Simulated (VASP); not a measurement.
Crystal: TiAl.

```
Ti Al
1.0
     3.17906    0.00000    0.00000
     0.00000    3.17906    0.00000
     0.00000    0.00000    3.17906
Ti Al
1 1
Direct
  0.00000 0.00000 0.00000
  0.50000 0.50000 0.50000
```

Base run:

- Program: VASP 6.6.1
- Functional: r2SCAN
- Potentials or basis: VASP PAW PBE potentials, release 64 (Ti_sv, Al)
- Cutoff: 520 eV
- k mesh: 8 × 8 × 8
- Occupations: fermi-dirac, width 0.05 eV
- Spin: no spin polarisation

Its results: pressure -0.7 GPa.

Question: After a change of settings the same cell gave: pressure 5.5 GPa. Which change was it?
A. functional from r2SCAN to PBE; occupations from fermi-dirac, width 0.05 eV to gaussian, width 0.021 eV
B. functional from r2SCAN to PBE; further incar settings from ALGO = Normal; EDIFF = 1e-06; NBANDS = 14 to ALGO = Normal; EDIFF = 1e-07; NBANDS = 14
C. functional from r2SCAN to PBEsol; k mesh from 8 × 8 × 8 to 5 × 5 × 5
D. functional from r2SCAN to HF; k mesh from 8 × 8 × 8 to 4 × 4 × 4

Answer: D.

Caveats: some runs use coarse meshes; the PAW data sets were made with another functional, which shifts forces and pressure a little.
